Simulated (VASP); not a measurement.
Write the native input for VASP 6.6.1 that does the following.

```
Task                   : single point
Functional             : PBE
Potentials or basis    : VASP PAW PBE potentials, release 64 (Zr_sv, Si)
Cutoff                 : 520 eV
k mesh                 : 4 × 4 × 4
Occupations            : gaussian, width 0.1 eV
Spin                   : no spin polarisation
Dipole correction      : no
Further INCAR settings : ALGO = Normal; EDIFF = 1e-06; NBANDS = 27
```

The structure of ZrSi6 lies in POSCAR:

```
ZrSi6
1.0
    5.6585807471      0.0000000000      0.0000000000
    0.0000000000      5.6585807471      0.0000000000
    0.0000000000      0.0000000000      5.6585807471
Zr Si
1 6
Direct
    0.0000000000      0.0000000000      0.0000000000
    0.1973506849      0.5000000000      0.5000000000
    0.5000000000      0.1973506849      0.5000000000
    0.8026493151      0.5000000000      0.5000000000
    0.5000000000      0.8026493151      0.5000000000
    0.5000000000      0.5000000000      0.1973506849
    0.5000000000      0.5000000000      0.8026493151
```

One way to write it, as run:

INCAR

```
SYSTEM = ZrSi6
  PREC = Accurate
  ENCUT = 520
  EDIFF = 1E-6
  ISMEAR = 0
  SIGMA = 0.1
  LREAL = .False.
  LASPH = .True.
  NELM = 60
  ALGO = Normal
  ISIF = 2
  LWAVE = .False.
  LCHARG = .True.
  GGA = PE
  LELF = .True.
  LVHAR = .True.
  NBANDS = 27
```

KPOINTS

```
Automatic mesh
0
Gamma
  4 4 4
  0 0 0
```

Potentials or basis: VASP PAW PBE potentials, release 64 (Zr_sv, Si).

Run with:

```sh
$ cat potpaw_PBE.64/Zr_sv/POTCAR potpaw_PBE.64/Si/POTCAR > POTCAR
$ mpirun -np 1 vasp_std > vasp.out
```

Results of the run:

```json
{"Pressure": "0.0 GPa", "Largest force": "0.006 eV/Å", "Band gap on the k mesh": "zero (band 18 reaches 4.84 eV, above the bottom of band 19 at 4.16 eV)"}
```

It took 49 s on 1 thread of Intel(R) Xeon(R) Platinum 8259CL CPU @ 2.50GHz (Skylake/Cascade Lake) (shared host), peak memory 0.26 GiB.
